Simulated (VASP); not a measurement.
# TiAl (Pm-3m) in VASP: further runs, part 2 of 2

VASP 6.6.1. Earlier steps stand in the parts before.

### Step 4. Single point, PBEsol

This run uses another cell than the first one, of 15.63 Å³/atom, 0.976 times its volume.

File INCAR:

```
ALGO = Normal ; EDIFF = 1E-6
ENCUT = 500 ; GGA = PS
GGA_COMPAT = False ; ISIF = 2
ISMEAR = -1 ; LASPH = True
LCHARG = False ; LREAL = False
LWAVE = False ; NBANDS = 14
NELM = 120 ; PREC = Accurate
SIGMA = 0.15
```

File KPOINTS:

```
k-points
0
Gamma
  7 7 7
```

File POSCAR:

```
TiAl
1.0
    3.1500938379      0.0000000000      0.0000000000
    0.0000000000      3.1500938379      0.0000000000
    0.0000000000      0.0000000000      3.1500938379
Ti Al
1 1
Direct
    0.5000000000      0.5000000000      0.5000000000
    0.0000000000      0.0000000000      0.0000000000
```

Potentials or basis: VASP PAW PBE potentials, release 64 (Ti_sv, Al).

Launch:

```sh
> cat potpaw_PBE.64/Ti_sv/POTCAR potpaw_PBE.64/Al/POTCAR > POTCAR
> mpirun -np 1 vasp_std > vasp.out
```

OUTCAR:

```text
EDIFF = 1E-6
   ENCUT = 500
   GGA = PS
   ISIF = 2
   ISMEAR = -1
   LASPH = True
   LREAL = False
   NELM = 120
   PREC = Accurate

 ion  position               nearest neighbor table
   1  0.500  0.500  0.500-   2 2.73   2 2.73   2 2.73   2 2.73   2 2.73   2 2.73   2 2.73   2 2.73

   2  0.000  0.000  0.000-   1 2.73   1 2.73   1 2.73   1 2.73   1 2.73   1 2.73   1 2.73   1 2.73

  LATTYP: Found a simple cubic cell.
 ALAT       =     3.1500938379

  Lattice vectors:

 A1 = (   3.1500938379,   0.0000000000,   0.0000000000)
 A2 = (   0.0000000000,   3.1500938379,   0.0000000000)
 A3 = (   0.0000000000,   0.0000000000,   3.1500938379)

Analysis of symmetry for initial positions (statically):
=====================================================================
 Subroutine PRICEL returns:
 Original cell was already a primitive cell.

 Routine SETGRP: Setting up the symmetry group for a
 simple cubic supercell.

 Subroutine GETGRP returns: Found 48 space group operations
 (whereof 48 operations were pure point group operations)
 out of a pool of 48 trial point group operations.
[... 169 lines left out ...]
      3     -23.9212      2.00000
      4     -23.9212      2.00000
      5      -0.4084      2.00000
      6       7.4727      1.99991
      7       7.4727      1.99991
      8      10.8330      0.00001
      9      10.8330      0.00001
     10      10.8330      0.00001
     11      13.5240      0.00000
     12      13.5240      0.00000
     13      13.5240      0.00000
     14      17.9792      0.00000
[... 309 lines left out ...]
      1     -47.5722      2.00000
      2     -24.0566      2.00000
      3     -24.0555      2.00000
      4     -24.0555      2.00000
      5       5.2962      2.00000
      6       5.9462      2.00000
      7       5.9462      2.00000
      8      10.5122      0.00007
      9      10.9153      0.00000
     10      10.9153      0.00000
     11      10.9797      0.00000
     12      12.8902      0.00000
     13      12.8902      0.00000
     14      16.0036      0.00000

------------------------ aborting loop because EDIFF is reached ----------------------------------------

  FORCE on cell =-STRESS in cart. coord.  units (eV):
  Direction    XX          YY          ZZ          XY          YZ          ZX
  --------------------------------------------------------------------------------------
  -------------------------------------------------------------------------------------
  Total        0.2319004      0.2319004      0.2319004     -0.0000000     -0.0000000      0.0000000
  in kB       11.8861604     11.8861604     11.8861604     -0.0000000     -0.0000000      0.0000000
  external PRESSURE =      11.8861604 kB  Pullay stress =       0.0000000 kB

 VOLUME and BASIS-vectors are now :
 -----------------------------------------------------------------------------
  energy-cutoff  :      500.00
  volume of cell :       31.26
      direct lattice vectors                 reciprocal lattice vectors
     3.150093838  0.000000000  0.000000000     0.317450861  0.000000000  0.000000000
     0.000000000  3.150093838  0.000000000     0.000000000  0.317450861  0.000000000
     0.000000000  0.000000000  3.150093838     0.000000000  0.000000000  0.317450861

 POSITION                                       TOTAL-FORCE (eV/Angst)
 -----------------------------------------------------------------------------------
      1.57505      1.57505      1.57505         0.000000      0.000000      0.000000
      0.00000      0.00000      0.00000         0.000000      0.000000      0.000000
 -----------------------------------------------------------------------------------
    total drift:                                0.000000     -0.000000     -0.000000

  FREE ENERGIE OF THE ION-ELECTRON SYSTEM (eV)
  ---------------------------------------------------
  free  energy   TOTEN  =       -13.0492506791 eV

  energy  without entropy=      -12.8902211862  energy(sigma->0) =      -12.96973593
```

OSZICAR:

```text
N       E                     dE             d eps       ncg     rms          rms(c)
DAV:   1     0.109212042027E+03    0.10921E+03   -0.70469E+03   560   0.105E+03
DAV:   2    -0.503044275367E+01   -0.11424E+03   -0.11008E+03   572   0.298E+02
DAV:   3    -0.141731995831E+02   -0.91428E+01   -0.89369E+01   924   0.769E+01
DAV:   4    -0.147368442419E+02   -0.56364E+00   -0.56299E+00   710   0.146E+01
DAV:   5    -0.147476075475E+02   -0.10763E-01   -0.10762E-01   736   0.223E+00    0.104E+01
DAV:   6    -0.131157031631E+02    0.16319E+01   -0.52633E+00   646   0.311E+01    0.276E+00
DAV:   7    -0.130604622691E+02    0.55241E-01   -0.37537E-01   616   0.803E+00    0.179E+00
DAV:   8    -0.130515501352E+02    0.89121E-02   -0.52642E-02   726   0.224E+00    0.562E-01
DAV:   9    -0.130491422210E+02    0.24079E-02   -0.10058E-02   640   0.134E+00    0.181E-01
DAV:  10    -0.130492581551E+02   -0.11593E-03   -0.31522E-04   638   0.200E-01    0.688E-02
DAV:  11    -0.130492510008E+02    0.71542E-05   -0.19978E-04   756   0.146E-01    0.108E-02
DAV:  12    -0.130492506791E+02    0.32171E-06   -0.61552E-06   646   0.255E-02
   1 F= -.13049251E+02 E0= -.12969736E+02  d E =-.159029E+00
```

It took 10 s on 1 thread of Intel Xeon 8259CL, shared host; peak memory 0.14 GiB.

Results:

* Free energy: -13.0493 eV
* Pressure: 1.2 GPa

Caveat: the PAW data sets were made with another functional, which shifts forces and pressure a little.

### Step 5. Summary

| cell | gap on the mesh (eV) | pressure (GPa) |
| --- | --- | --- |
| a = 3.176 Å, 2 atoms | none | -1.7 |
| a = 3.164 Å, 2 atoms | none | -0.4 |
| a = 3.150 Å, 2 atoms | none | 1.2 |

Alike in all rows: task single point; level PBEsol; potentials or basis VASP PAW PBE potentials, release 64 (Ti_sv, Al); no spin polarisation; k mesh 7 × 7 × 7; cutoff (eV) 500; smearing fermi-dirac 0.15 eV.

Caveats: the PAW data sets were made with another functional, which shifts forces and pressure a little.

Total energies depend on the potentials used, so only differences within one code and one set of settings carry meaning.
